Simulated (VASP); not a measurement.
Write the native input for VASP 6.6.1 that does the following.

```
Task                   : single point
Functional             : r2SCAN
Potentials or basis    : VASP PAW PBE potentials, release 64 (Ni, O)
Cutoff                 : 520 eV
k mesh                 : 10 × 10 × 8
Occupations            : gaussian, width 0.02 eV
Spin                   : collinear spin, ferromagnetic start
Starting moments       : [1.84, 1.84, 0.31, 0.31] μB
Dipole correction      : no
Further INCAR settings : ALGO = Normal; EDIFF = 1e-06; NBANDS = 28
```

The system is NiO.

```
Ni O
1.0
     2.21996    2.21996    0.00000
    -2.21996    2.21996    0.00000
     0.00000    0.00000    4.03781
Ni O
2 2
Direct
  0.00000 0.00000 0.00000
  0.50000 0.50000 0.50000
  0.50000 0.50000 0.00000
  0.00000 0.00000 0.50000
```

This cell differs from its parent crystal: biaxial strain in the a-b plane: +6.0 %.

One way to write it, as run:

POSCAR

```
NiO
1.0
    2.2199564068      2.2199564068      0.0000000000
   -2.2199564068      2.2199564068      0.0000000000
    0.0000000000      0.0000000000      4.0378075022
Ni O
2 2
Direct
    0.0000000000      0.0000000000      0.0000000000
    0.5000000000      0.5000000000      0.5000000000
    0.5000000000      0.5000000000      0.0000000000
    0.0000000000      0.0000000000      0.5000000000
```

INCAR.step1

```
PREC = Accurate ; ENCUT = 520
ISMEAR = 0 ; SIGMA = 0.02
LREAL = F ; LASPH = T
NELM = 150 ; ISPIN = 2
MAGMOM = 1.84 1.84 0.31 0.31 ; LMAXMIX = 4
NBANDS = 28 ; GGA = PE
ALGO = Normal ; EDIFF = 1E-4
LWAVE = T ; LCHARG = F
LUSENCCL = F
```

INCAR.step2

```
PREC = Accurate ; ENCUT = 520
EDIFF = 1E-6 ; ISMEAR = 0
SIGMA = 0.02 ; LREAL = F
LASPH = T ; NELM = 150
ALGO = Normal ; ISIF = 2
LWAVE = F ; LCHARG = F
ISPIN = 2 ; MAGMOM = 1.84 1.84 0.31 0.31
LORBIT = 11 ; LMAXMIX = 4
METAGGA = R2SCAN ; LMIXTAU = T
NBANDS = 28 ; ISTART = 1
LUSENCCL = F
```

KPOINTS

```
regular mesh
0
Gamma
  10 10 8
```

Potentials or basis: VASP PAW PBE potentials, release 64 (Ni, O).

The run is started by

```sh
$ cat potpaw_PBE.64/Ni/POTCAR potpaw_PBE.64/O/POTCAR > POTCAR
$ cp INCAR.step1 INCAR
$ mpirun -np 1 vasp_std > vasp.out
$ cp INCAR.step2 INCAR
$ mpirun -np 1 vasp_std > vasp.out
```

It gave:

The pressure is -11.2 GPa, the band gap on the k mesh is 0.47 eV and the net moment is 4.00 μB per cell. The site moments are Ni +1.70; O +0.27 μB and the valence electrons inside the program's atomic spheres are Ni 8.81; O 5.01.

Caveat: the cell differs from its parent crystal (biaxial strain in the a-b plane: +6.0 %); the PAW data sets were made with another functional, which shifts forces and pressure a little.

Wall time 16 min on 1 × NVIDIA H100 80GB with 1 thread of AMD EPYC 7R13 Processor (Zen 3) (shared host), peak memory 1.4 GiB.
